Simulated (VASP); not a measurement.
A run of VASP 6.6.1:

File INCAR:

```
SYSTEM = ZnO
PREC = Accurate
ENCUT = 520
EDIFF = 1E-6
ISMEAR = -1
SIGMA = 0.05
LREAL = .False.
LASPH = .True.
NELM = 80
ALGO = Normal
ISIF = 2
LWAVE = .False.
LCHARG = .False.
GGA = RP
IVDW = 13
NBANDS = 26
```

The input KPOINTS:

```
Automatic mesh
0
Gamma
  9 9 5
  0 0 0
```

The input POSCAR:

```
ZnO
1.0
    3.2575740532      0.0000000000      0.0000000000
   -1.6287870266      2.8211418848      0.0000000000
    0.0000000000      0.0000000000      5.2505549680
Zn O
2 2
Direct
    0.6666666667      0.3333333333     -0.0002496259
    0.3333333333      0.6666666667      0.4997503741
    0.3333333333      0.6666666667      0.8792596259
    0.6666666667      0.3333333333      0.3792596259
```

Potentials or basis: VASP PAW PBE potentials, release 64 (Zn, O).

Command:

```sh
$ cat potpaw_PBE.64/Zn/POTCAR potpaw_PBE.64/O/POTCAR > POTCAR
$ mpirun -np 1 vasp_std > vasp.out
```

Hardware: 1 thread of Intel(R) Xeon(R) Platinum 8259CL CPU @ 2.50GHz (Skylake/Cascade Lake), on a shared host.

Question: How long does it take, and how much memory?

Answer: It took 34 s on 1 thread of Intel(R) Xeon(R) Platinum 8259CL CPU @ 2.50GHz (Skylake/Cascade Lake), with other jobs on the host, peak memory 0.17 GiB. Counts: scf iterations 15, k points 36.
